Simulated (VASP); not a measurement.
# PbO (P6_3/mmc) in VASP: a series of runs

PbO is run at these levels: r2SCAN; tasks: single point.

All numbers are computed with VASP 6.6.1; they aren't measurements. Logs are shortened: lines on timing, memory, paths and dates and some standing lists are left out, and cuts for length are marked.

## 1. The cell of the first run

It takes space group P6_3/mmc (No. 194, hexagonal). The conventional cell has a = 4.173 Å, b = 4.173 Å, c = 5.169 Å, α = 90.00°, β = 90.00°, γ = 120.00°. Within 3.2 Å of Pb (site symmetry -6m2) lie 5 O at 2.41 to 2.58 Å. Within 3.2 Å of O (site symmetry -6m2) lie 5 Pb at 2.41 to 2.58 Å.

## 2. Single point, r2SCAN (volume changed by -6%)

File POSCAR:

```
PbO
1.0
    4.1733557003      0.0000000000      0.0000000000
   -2.0866778502      3.6142320555      0.0000000000
    0.0000000000      0.0000000000      5.1690375361
Pb O
2 2
Direct
    0.3333333333      0.6666666667      0.2500000000
    0.6666666667      0.3333333333      0.7500000000
    0.6666666667      0.3333333333      0.2500000000
    0.3333333333      0.6666666667      0.7500000000
```

File INCAR.step1:

```
SYSTEM = PbO
  PREC = Accurate
  ENCUT = 520
  ISMEAR = 0
  SIGMA = 0.01
  LREAL = .FALSE.
  LASPH = .TRUE.
  NELM = 100
  NBANDS = 28
  GGA = PE
  ALGO = Normal
  EDIFF = 1E-4
  LWAVE = .TRUE.
  LCHARG = .FALSE.
```

File INCAR.step2:

```
SYSTEM = PbO
  PREC = Accurate
  ENCUT = 520
  EDIFF = 1E-6
  ISMEAR = 0
  SIGMA = 0.01
  LREAL = .FALSE.
  LASPH = .TRUE.
  NELM = 100
  ALGO = Normal
  ISIF = 2
  LWAVE = .FALSE.
  LCHARG = .FALSE.
  METAGGA = R2SCAN
  LMIXTAU = .TRUE.
  NBANDS = 28
  ISTART = 1
```

File KPOINTS:

```
Automatic mesh
0
G
  6 6 4
  0 0 0
```

Potentials or basis: VASP PAW PBE potentials, release 64 (Pb_d, O).

Started as:

```sh
$ cat potpaw_PBE.64/Pb_d/POTCAR potpaw_PBE.64/O/POTCAR > POTCAR
$ cp INCAR.step1 INCAR
$ mpirun -np 1 vasp_std > vasp.out
$ cp INCAR.step2 INCAR
$ mpirun -np 1 vasp_std > vasp.out
```

OUTCAR:

```text
SYSTEM = PbO
   PREC = Accurate
   ENCUT = 520
   EDIFF = 1E-6
   ISMEAR = 0
   LREAL = .FALSE.
   LASPH = .TRUE.
   NELM = 100
   ISIF = 2
   METAGGA = R2SCAN
   ISTART = 1

 ion  position               nearest neighbor table
   1  0.333  0.667  0.250-   3 2.41   3 2.41   3 2.41   4 2.58   4 2.58   2 3.53   2 3.53   2 3.53
                             2 3.53   2 3.53   2 3.53
   2  0.667  0.333  0.750-   4 2.41   4 2.41   4 2.41   3 2.58   3 2.58   1 3.53   1 3.53   1 3.53
                             1 3.53   1 3.53   1 3.53
   3  0.667  0.333  0.250-   1 2.41   1 2.41   1 2.41   2 2.58   2 2.58
   4  0.333  0.667  0.750-   2 2.41   2 2.41   2 2.41   1 2.58   1 2.58

  LATTYP: Found a hexagonal cell.
 ALAT       =     4.1733557003
 C/A-ratio  =     1.2385806309

  Lattice vectors:

 A1 = (   4.1733557003,   0.0000000000,   0.0000000000)
 A2 = (  -2.0866778502,   3.6142320555,   0.0000000000)
 A3 = (   0.0000000000,   0.0000000000,   5.1690375361)

Analysis of symmetry for initial positions (statically):
=====================================================================
 Subroutine PRICEL returns:
 Original cell was already a primitive cell.

 Routine SETGRP: Setting up the symmetry group for a
 hexagonal supercell.

 Subroutine GETGRP returns: Found 24 space group operations
 (whereof 12 operations were pure point group operations)
 out of a pool of 24 trial point group operations.

The static configuration has the point symmetry D_3d.
 The point group associated with its full space group is D_6h.

Analysis of symmetry for dynamics (positions and initial velocities):
=====================================================================
 Subroutine PRICEL returns:
 Original cell was already a primitive cell.

 Routine SETGRP: Setting up the symmetry group for a
 hexagonal supercell.

 Subroutine GETGRP returns: Found 24 space group operations
 (whereof 12 operations were pure point group operations)
 out of a pool of 24 trial point group operations.

The dynamic configuration has the point symmetry D_3d.
 The point group associated with its full space group is D_6h.

 Subroutine INISYM returns: Found 24 space group operations
 (whereof 12 operations are pure point group operations),
 and found     1 'primitive' translations

----------------------------------------------------------------------------------------

                                     Primitive cell

  volume of cell :      77.9671

  direct lattice vectors                    reciprocal lattice vectors
     4.173355700  0.000000000  0.000000000     0.239615329  0.138341975  0.000000000
    -2.086677850  3.614232056  0.000000000     0.000000000  0.276683950  0.000000000
     0.000000000  0.000000000  5.169037536     0.000000000  0.000000000  0.193459613

  length of vectors
     4.173355700  4.173355700  5.169037536     0.276683950  0.276683950  0.193459613

  position of ions in fractional coordinates (direct lattice)
     0.333333333  0.666666667  0.250000000
     0.666666667  0.333333333  0.750000000
     0.666666667  0.333333333  0.250000000
     0.333333333  0.666666667  0.750000000

  ion indices of the primitive-cell ions
   primitive index   ion index
                 1           1
                 2           2
                 3           3
                 4           4

----------------------------------------------------------------------------------------

 KPOINTS: Automatic mesh

Automatic generation of k-mesh.
 Grid dimensions read from file:
 generate k-points for:    6    6    4

 Generating k-lattice:

  Cartesian coordinates                     Fractional coordinates (reciprocal lattice)
     0.039935888  0.023056996  0.000000000     0.166666667 -0.000000000  0.000000000
     0.000000000  0.046113992  0.000000000     0.000000000  0.166666667  0.000000000
     0.000000000  0.000000000  0.048364903     0.000000000  0.000000000  0.250000000

  Length of vectors
     0.046113992  0.046113992  0.048364903

  Shift w.r.t. Gamma in fractional coordinates (k-lattice)
     0.000000000  0.000000000  0.000000000

 Subroutine IBZKPT returns following result:
 ===========================================

 Found     21 irreducible k-points:

 Following reciprocal coordinates:
            Coordinates               Weight
  0.000000  0.000000  0.000000      1.000000
  0.166667 -0.000000  0.000000      6.000000
  0.333333 -0.000000  0.000000      6.000000
  0.500000 -0.000000  0.000000      3.000000
  0.166667  0.166667  0.000000      6.000000
  0.333333  0.166667  0.000000     12.000000
[... 13 lines left out ...]
  0.333333  0.166667  0.500000     12.000000
  0.333333  0.333333  0.500000      2.000000
   k-points           NKPTS =     21   k-points in BZ     NKDIM =     21   number of bands    NBANDS=     28
   number of dos      NEDOS =    301   number of ions     NIONS =      4
   total plane-waves  NPLWV =  40960
   dimension x,y,z NGX =    32 NGY =   32 NGZ =   40
   dimension x,y,z NGXF=    64 NGYF=   64 NGZF=   80
   ions per type =               2   2
   NGX,Y,Z   is equivalent  to a cutoff of  12.75, 12.75, 12.86 a.u.
   NGXF,Y,Z  is equivalent  to a cutoff of  25.49, 25.49, 25.73 a.u.
 SYSTEM =  PbO
   PREC   = accura    normal or accurate (medium, high low for compatibility)
   ISTART =      1    job   : 0-new  1-cont  2-samecut
   ICHARG =      0    charge: 1-file 2-atom 10-const
   ISPIN  =      1    spin polarized calculation?
   LNONCOLLINEAR =      F non collinear calculations
   LSORBIT =      F    spin-orbit coupling
   LASPH  =      T    aspherical Exc in radial PAW
   ENCUT  =  520.0 eV  38.22 Ry    6.18 a.u.   7.76  7.76  9.61*2*pi/ulx,y,z
   NELM   =    100;   NELMIN=  2; NELMDL=  0     # of ELM steps
   EDIFF  = 0.1E-05   stopping-criterion for ELM
   LREAL  =      F    real-space projection
   EDIFFG = 0.1E-04   stopping-criterion for IOM
   NSW    =      0    number of steps for IOM
   IBRION =     -1    ionic relax: 0-MD 1-quasi-New 2-CG
   NFREE  =      0    steps in history (QN), initial steepest desc. (CG)
   ISIF   =      2    stress and relaxation
   ISYM   =      2    0-nonsym 1-usesym 2-fastsym
   POTIM  = 0.5000    time-step for ionic-motion
   TEBEG  =    0.0;   TEEND  =   0.0 temperature during run
   PSTRESS=    0.0 pullay stress
   NELECT =      40.0000    total number of electrons
   NUPDOWN=      -1.0000    fix difference up-down
   EMIN   =  10.00;   EMAX   =-10.00  energy-range for DOS
   EFERMI =   0.00;   METHOD = LEGACY
   ISMEAR =     0;   SIGMA  =   0.01  broadening in eV -4-tet -1-fermi 0-gaus
   EFERMI_NEDOS =   21; number of points for ismear=-14 and -15
   IALGO  =     38    algorithm
   IMIX   =      4    mixing-type and parameters
     AMIX     =   0.40;   BMIX     =  1.00
     AMIX_MAG =   1.60;   BMIX_MAG =  1.00
  volume/ion in A,a.u.               =      19.49       131.54
  Fermi-wavevector in a.u.,A,eV,Ry     =   1.310563  2.476604 23.369019  1.717574
  Thomas-Fermi vector in A             =   2.441084
   LORBIT       =      0    0 simple, 1 ext, 2 COOP (PROOUT), +10 PAW based schemes
   METAGGA = R2SCAN    functional components
   LHFCALC =     F    Hartree Fock is set to
   AEXX    =    0.0000 exact exchange contribution
   IVDW    =     0    specifies the selected vdW correction
   LEPSILON=     F    determine dielectric tensor
   LRPA    =     F    only Hartree local field effects (RPA)
 non-spin polarized calculation
 Gauss-broadening in eV      SIGMA  =   0.01
  energy-cutoff  :      520.00
  volume of cell :       77.97
 maximum number of plane-waves:      2149
 NGX is ok and might be reduce to    32
   NGX = 15   NGY = 15   NGZ = 19

 number of electron      40.0000004 magnetization

 Free energy of the ion-electron system (eV)
  ---------------------------------------------------
  ext. energy  EPLUGINS =         0.00000000
  ---------------------------------------------------
  free energy    TOTEN  =      -128.37529252 eV

  energy without entropy =     -128.37529252  energy(sigma->0) =     -128.37529252

 E-fermi :   6.0154     XC(G=0): -10.5660

 val. band max:        5.9584037480   @ k =   0.3333   0.3333   0.5000
 cond. band min:       7.4458291181   @ k =   0.5000  -0.0000   0.5000
 fundamental gap:      1.4874253701
 Fermi energy:         6.0153758684

 k-point     1 :       0.0000    0.0000    0.0000
  band No.  band energies     occupation
      1     -13.5911      2.00000
      2     -13.5621      2.00000
      3     -11.3432      2.00000
      4     -11.3432      2.00000
      5     -11.2866      2.00000
      6     -11.2866      2.00000
[... 20 lines left out ...]
     27      14.9325      0.00000
     28      16.5836      0.00000

 k-point     2 :       0.1667   -0.0000    0.0000
  band No.  band energies     occupation
      1     -13.5698      2.00000
      2     -13.5373      2.00000
      3     -11.3552      2.00000
      4     -11.3440      2.00000
      5     -11.2713      2.00000
      6     -11.2612      2.00000
[... 20 lines left out ...]
     27      14.9284      0.00000
     28      16.2548      0.00000

 k-point     3 :       0.3333   -0.0000    0.0000
  band No.  band energies     occupation
      1     -13.5282      2.00000
      2     -13.4982      2.00000
      3     -11.3765      2.00000
      4     -11.3458      2.00000
      5     -11.2365      2.00000
      6     -11.2141      2.00000
[... 20 lines left out ...]
     27      15.2446      0.00000
     28      15.9606      0.00000

 k-point     4 :       0.5000   -0.0000    0.0000
  band No.  band energies     occupation
      1     -13.5058      2.00000
      2     -13.4857      2.00000
      3     -11.3863      2.00000
      4     -11.3469      2.00000
      5     -11.2183      2.00000
      6     -11.1982      2.00000
[... 485 lines left out ...]
     27      16.0302      0.00000
     28      16.0302      0.00000

 k-point    20 :       0.3333    0.1667    0.5000
  band No.  band energies     occupation
      1     -13.3167      2.00000
      2     -13.3167      2.00000
      3     -11.3413      2.00000
      4     -11.3413      2.00000
      5     -11.2831      2.00000
      6     -11.2831      2.00000
[... 20 lines left out ...]
     27      16.6834      0.00000
     28      16.6834      0.00000

 k-point    21 :       0.3333    0.3333    0.5000
  band No.  band energies     occupation
      1     -13.3065      2.00000
      2     -13.3065      2.00000
      3     -11.3505      2.00000
      4     -11.3505      2.00000
      5     -11.2737      2.00000
      6     -11.2737      2.00000
[... 20 lines left out ...]
     27      17.3421      0.00000
     28      17.3421      0.00000

------------------------ aborting loop because EDIFF is reached ----------------------------------------

  FORCE on cell =-STRESS in cart. coord.  units (eV):
  Direction    XX          YY          ZZ          XY          YZ          ZX
  --------------------------------------------------------------------------------------
  -------------------------------------------------------------------------------------
  Total        2.9139985      2.9139985      2.7956119     -0.0000000      0.0000000     -0.0000000
  in kB       59.8809634     59.8809634     57.4481897     -0.0000000      0.0000000     -0.0000000
  external PRESSURE =      59.0700388 kB  Pullay stress =       0.0000000 kB

 VOLUME and BASIS-vectors are now :
 -----------------------------------------------------------------------------
  energy-cutoff  :      520.00
  volume of cell :       77.97
      direct lattice vectors                 reciprocal lattice vectors
     4.173355700  0.000000000  0.000000000     0.239615329  0.138341975  0.000000000
    -2.086677850  3.614232056  0.000000000     0.000000000  0.276683950  0.000000000
     0.000000000  0.000000000  5.169037536     0.000000000  0.000000000  0.193459613

 POSITION                                       TOTAL-FORCE (eV/Angst)
 -----------------------------------------------------------------------------------
     -0.00000      2.40949      1.29226        -0.000000      0.000000      0.000000
      2.08668      1.20474      3.87678         0.000000     -0.000000      0.000000
      2.08668      1.20474      1.29226        -0.000000      0.000000      0.000000
     -0.00000      2.40949      3.87678        -0.000000     -0.000000      0.000000
 -----------------------------------------------------------------------------------
    total drift:                                0.000000     -0.000000      0.000000

  FREE ENERGIE OF THE ION-ELECTRON SYSTEM (eV)
  ---------------------------------------------------
  free  energy   TOTEN  =      -128.3752925246 eV

  energy  without entropy=     -128.3752925246  energy(sigma->0) =     -128.37529252
```

Run time: 58 s. Hardware: 1 thread of Intel Xeon 6975P-C (Granite Rapids), shared host; peak memory 0.22 GiB.

What came out:

* Free energy: -128.3753 eV
* Pressure: 5.9 GPa
* Band gap on the k mesh: 1.49 eV, indirect (least direct gap 1.50 eV)

Caveat: the PAW data sets were made with another functional, which shifts forces and pressure a little; spin-orbit coupling is left out, which moves the levels of the heavy elements. A k mesh can miss the band edges.

## 3. Single point, r2SCAN (volume changed by -3%)

File POSCAR:

```
PbO
1.0
    4.2172889888      0.0000000000      0.0000000000
   -2.1086444944      3.6522793994      0.0000000000
    0.0000000000      0.0000000000      5.2234524563
Pb O
2 2
Direct
    0.3333333333      0.6666666667      0.2500000000
    0.6666666667      0.3333333333      0.7500000000
    0.6666666667      0.3333333333      0.2500000000
    0.3333333333      0.6666666667      0.7500000000
```

File INCAR.step1:

```
PREC     = Accurate       # precision mode
ENCUT    = 520            # plane-wave cutoff, eV
ISMEAR   = 0              # smearing method
SIGMA    = 0.01           # smearing width, eV
LREAL    = F              # projectors in reciprocal space
LASPH    = T              # aspherical terms in the spheres
NELM     = 80             # most SCF steps
NBANDS   = 28             # bands
GGA      = PE             # functional
ALGO     = Normal         # electronic algorithm
EDIFF    = 1E-4           # SCF threshold, eV
LWAVE    = T              # write WAVECAR
LCHARG   = F              # write CHGCAR
```

File INCAR.step2:

```
PREC     = Accurate       # precision mode
ENCUT    = 520            # plane-wave cutoff, eV
EDIFF    = 1E-7           # SCF threshold, eV
ISMEAR   = 0              # smearing method
SIGMA    = 0.01           # smearing width, eV
LREAL    = F              # projectors in reciprocal space
LASPH    = T              # aspherical terms in the spheres
NELM     = 80             # most SCF steps
ALGO     = Normal         # electronic algorithm
ISIF     = 2              # what is computed and relaxed
LWAVE    = F              # write WAVECAR
LCHARG   = F              # write CHGCAR
METAGGA  = R2SCAN         # meta-GGA
LMIXTAU  = T            
NBANDS   = 28             # bands
ISTART   = 1
```

File KPOINTS:

```
Automatic mesh
0
Gamma
  6 6 4
```

Potentials or basis: VASP PAW PBE potentials, release 64 (Pb_d, O).

Started as:

```sh
$ cat potpaw_PBE.64/Pb_d/POTCAR potpaw_PBE.64/O/POTCAR > POTCAR
$ cp INCAR.step1 INCAR
$ mpirun -np 1 vasp_std > vasp.out
$ cp INCAR.step2 INCAR
$ mpirun -np 1 vasp_std > vasp.out
```

Wall time 70 s (1 thread of Intel Xeon 6975P-C (Granite Rapids), shared host); peak memory 0.22 GiB.

It converged, with:

```
Free energy            : -128.4449 eV
Pressure               : 2.8 GPa
Band gap on the k mesh : 1.54 eV, indirect (the least direct gap lies 3.6 meV higher)
```

Stress tensor (GPa, compression positive):
```
2.89 0.00 0.00
0.00 2.89 0.00
0.00 0.00 2.70
```

Levels at points of the mesh, in eV from the valence-band top:
```
           k point  band 16  band 17  band 18  band 19  band 20  band 21  band 22  band 23  band 24  band 25
(0.00, 0.00, 0.00)    -3.71    -3.71    -2.89    -2.85    -2.85     4.15     4.43     4.43     5.21     5.21
(0.50, 0.00, 0.00)    -4.54    -3.64    -3.31    -1.87    -1.43     1.89     4.25     4.77     5.08     5.44
(0.00, 0.00, 0.50)    -3.22    -3.22    -3.22    -1.68    -1.68     3.55     3.55     4.42     4.42     4.42
(0.50, 0.00, 0.50)    -3.93    -2.93    -2.93    -0.76    -0.76     1.54     1.54     4.51     4.51     5.70
```

Caveat: the PAW data sets were made with another functional, which shifts forces and pressure a little; spin-orbit coupling is left out, which moves the levels of the heavy elements. A k mesh can miss the band edges.
